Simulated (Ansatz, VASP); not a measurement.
Two plane-wave programs on LiTlSe2

```xyz
4
Lattice="4.1100 0.0000 0.0000 0.0000 4.1100 0.0000 0.0000 0.0000 6.2709" Properties=species:S:1:pos:R:3 pbc="T T T"
Li    0.0000    0.0000    0.0000
Se    0.0000    2.0550    1.4558
Se    2.0550    0.0000    4.8151
Tl    2.0550    2.0550    3.1354
```

Change from the starting cell: epitaxial_xy strain -3.6%.

Alike in both runs: task single point; functional PBE; k mesh 6 × 6 × 4; occupations fermi-dirac, width 0.02 eV; no spin polarisation.

|  | VASP | Ansatz |
| --- | --- | --- |
| version | VASP 6.6.1 | Ansatz 0.2.0 |
| potentials or method | VASP PAW PBE potentials, release 64 (Li_sv, Se, Tl_d) | plane waves, PAW |
| plane-wave cutoff (eV) | 520 | 420 |
| valence electrons in the cell | 28 | 48 |

|  | VASP | Ansatz | Ansatz less VASP |
| --- | --- | --- | --- |
| rms of the force components (eV/Å) | 0.086 | 0.084 | -0.0020 |

VASP's potentials hold 28 valence electrons a cell and Ansatz's 48, so a difference there can come from the potentials and not from the codes.

Spin-orbit coupling is off throughout. Noted on VASP's run: the cutoff is short for stress, so the pressure is rough.
